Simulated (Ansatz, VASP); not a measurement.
InSb in VASP and in Ansatz

Contents of INCAR:

```
SYSTEM = InSb
PREC = Accurate
ENCUT = 520
EDIFF = 1E-7
ISMEAR = 0
SIGMA = 0.15
LREAL = .False.
LASPH = .True.
NELM = 100
ALGO = Normal
ISIF = 2
LWAVE = .False.
LCHARG = .False.
GGA = PE
NBANDS = 16
```

File KPOINTS:

```
regular mesh
0
Gamma
  12 12 12
  0 0 0
```

File POSCAR:

```
InSb
1.0
    0.0000000000      3.2876865000      3.2876865000
    3.2876865000      0.0000000000      3.2876865000
    3.2876865000      3.2876865000      0.0000000000
In Sb
1 1
Direct
    0.0000000000      0.0000000000      0.0000000000
    0.7500000000      0.7500000000      0.7500000000
```

Input for Ansatz:

```yaml
crystal:
  lattice:
    - [0.0, 3.2876865, 3.2876865]
    - [3.2876865, 0.0, 3.2876865]
    - [3.2876865, 3.2876865, 0.0]
  atoms:
    - { symbol: In, position: [0.0, 0.0, 0.0] }
    - { symbol: Sb, position: [0.75, 0.75, 0.75] }
basis:
  ecutwfc: 420
kpoints:
  mp_grid: { grid: [12, 12, 12] }
hamiltonian:
  xc: pbe
scf:
  occupations: { method: gaussian, width: 0.15 }
output:
  forces: true
  stress: true
  eigenvalues: true
```

Change from the starting cell: strain +0.015 along x and y, +0.015 along z, atoms carried along.

Alike in both runs: task single point; functional PBE; k mesh 12 × 12 × 12; occupations gaussian, width 0.15 eV; no spin polarisation.

|  | VASP | Ansatz |
| --- | --- | --- |
| version | VASP 6.6.1 | Ansatz 0.2.0 |
| potentials or method | VASP PAW PBE potentials, release 64 (In_d, Sb), cutoff 520 eV | scalar-relativistic, plane waves, PAW |
| valence electrons in the cell | 18 | 28 |

```csv
,VASP,Ansatz,Ansatz less VASP
gap on the k mesh at the Fermi level (eV),none,none,-
pressure (GPa),1.0,1.1,+0.02
```

A gap of «none» marks a metal or a gap that the smearing closes. With one functional, cell and mesh, what is left measures potentials, basis and numerics. VASP's potentials hold 18 valence electrons a cell and Ansatz's 28, so a difference there can come from the potentials and not from the codes.

Neither program's run includes spin-orbit coupling.
